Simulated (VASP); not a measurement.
Wanted: the native input for a VASP 6.6.1 run.

| Quantity | Value |
| --- | --- |
| Task | single point |
| Functional | r2SCAN |
| Potentials or basis | VASP PAW PBE potentials, release 64 (Zn, O) |
| Cutoff | 520 eV |
| k mesh | 8 × 8 × 8 |
| Occupations | gaussian, width 0.01 eV |
| Spin | no spin polarisation |
| Dipole correction | no |
| Further INCAR settings | ALGO = Normal; EDIFF = 1e-06; NBANDS = 16 |

The system is ZnO.

```
CELL_PARAMETERS angstrom
0.00000 2.13377 2.13377
2.13377 0.00000 2.13377
2.13377 2.13377 0.00000
ATOMIC_POSITIONS crystal
Zn 0.00000 0.00000 0.00000
O 0.50000 0.50000 0.50000
```

One way to write it, as run:

POSCAR

```
ZnO
1.0
    0.0000000000      2.1337703963      2.1337703963
    2.1337703963      0.0000000000      2.1337703963
    2.1337703963      2.1337703963      0.0000000000
Zn O
1 1
Direct
    0.0000000000      0.0000000000      0.0000000000
    0.5000000000      0.5000000000      0.5000000000
```

INCAR.step1

```
ALGO = Normal ; EDIFF = 1E-4
ENCUT = 520 ; GGA = PE
ISMEAR = 0 ; LASPH = T
LCHARG = F ; LREAL = F
LWAVE = T ; NBANDS = 16
NELM = 100 ; PREC = Accurate
SIGMA = 0.01
```

INCAR.step2

```
ALGO = Normal ; EDIFF = 1E-6
ENCUT = 520 ; ISIF = 2
ISMEAR = 0 ; ISTART = 1
LASPH = T ; LCHARG = F
LMIXTAU = T ; LREAL = F
LWAVE = F ; METAGGA = R2SCAN
NBANDS = 16 ; NELM = 100
PREC = Accurate ; SIGMA = 0.01
```

KPOINTS

```
k-points
0
Gamma
  8 8 8
```

Potentials or basis: VASP PAW PBE potentials, release 64 (Zn, O).

Launch:

```console
$ cat potpaw_PBE.64/Zn/POTCAR potpaw_PBE.64/O/POTCAR > POTCAR
$ cp INCAR.step1 INCAR
$ mpirun -np 1 vasp_std > vasp.out
$ cp INCAR.step2 INCAR
$ mpirun -np 1 vasp_std > vasp.out
```

Results of the run:

- Pressure: 1.5 GPa
- Band gap on the k mesh: 1.55 eV (least direct gap 2.98 eV)

Caveat: the PAW data sets were made with another functional, which shifts forces and pressure a little.

Wall time 46 s on 1 thread of AMD EPYC 7R43 64-Core Processor (Zen 3) (shared host), peak memory 0.11 GiB.
